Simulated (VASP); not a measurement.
Write the native input for VASP 6.6.1 that does the following.

| Property | Result |
| --- | --- |
| Task | single point |
| Functional | r2SCAN |
| Potentials or basis | VASP PAW PBE potentials, release 64 (Ta_pv) |
| Cutoff | 520 eV |
| k mesh | 16 × 16 × 16 |
| Occupations | gaussian, width 0.1 eV |
| Spin | no spin polarisation |
| Dipole correction | no |
| Further INCAR settings | ALGO = Normal; EDIFF = 1e-07; NBANDS = 18 |

Ta:

```xyz
2
Lattice="3.2386 0.0000 0.0000 0.0000 3.2386 0.0000 0.0000 0.0000 3.3443" Properties=species:S:1:pos:R:3 pbc="T T T"
Ta    0.0000    0.0000    0.0000
Ta    1.6193    1.6193    1.6722
```

This cell differs from its parent crystal: biaxial strain in the a-b plane: -2.0 %.

The input as run:

POSCAR

```
Ta
1.0
    3.2385714318      0.0000000000      0.0000000000
    0.0000000000      3.2385714318      0.0000000000
    0.0000000000      0.0000000000      3.3443207031
Ta
2
Direct
    0.0000000000      0.0000000000      0.0000000000
    0.5000000000      0.5000000000      0.5000000000
```

INCAR.step1

```
PREC = Accurate ; ENCUT = 520
ISMEAR = 0 ; SIGMA = 0.1
LREAL = F ; LASPH = T
NELM = 60 ; NBANDS = 18
GGA = PE ; ALGO = Normal
EDIFF = 1E-4 ; LWAVE = T
LCHARG = F
```

INCAR.step2

```
PREC = Accurate ; ENCUT = 520
EDIFF = 1E-7 ; ISMEAR = 0
SIGMA = 0.1 ; LREAL = F
LASPH = T ; NELM = 60
ALGO = Normal ; ISIF = 2
LWAVE = F ; LCHARG = F
METAGGA = R2SCAN ; LMIXTAU = T
NBANDS = 18 ; ISTART = 1
```

KPOINTS

```
Automatic mesh
0
Gamma
  16 16 16
```

Potentials or basis: VASP PAW PBE potentials, release 64 (Ta_pv).

Launch:

```console
$ cat potpaw_PBE.64/Ta_pv/POTCAR > POTCAR
$ cp INCAR.step1 INCAR
$ mpirun -np 1 vasp_std > vasp.out
$ cp INCAR.step2 INCAR
$ mpirun -np 1 vasp_std > vasp.out
```

It gave:

- Pressure: 7.1 GPa
- Band gap on the k mesh: zero (bands 11 and 12 overlap by 3.07 eV)

Caveat: the cell differs from its parent crystal (biaxial strain in the a-b plane: -2.0 %); the cell stands under pressure; the PAW data sets were made with another functional, which shifts forces and pressure a little; spin-orbit coupling is left out, which moves the levels of the heavy elements.

Wall time 13 min on 1 thread of Intel Xeon 8259CL (shared host), peak memory 0.32 GiB.
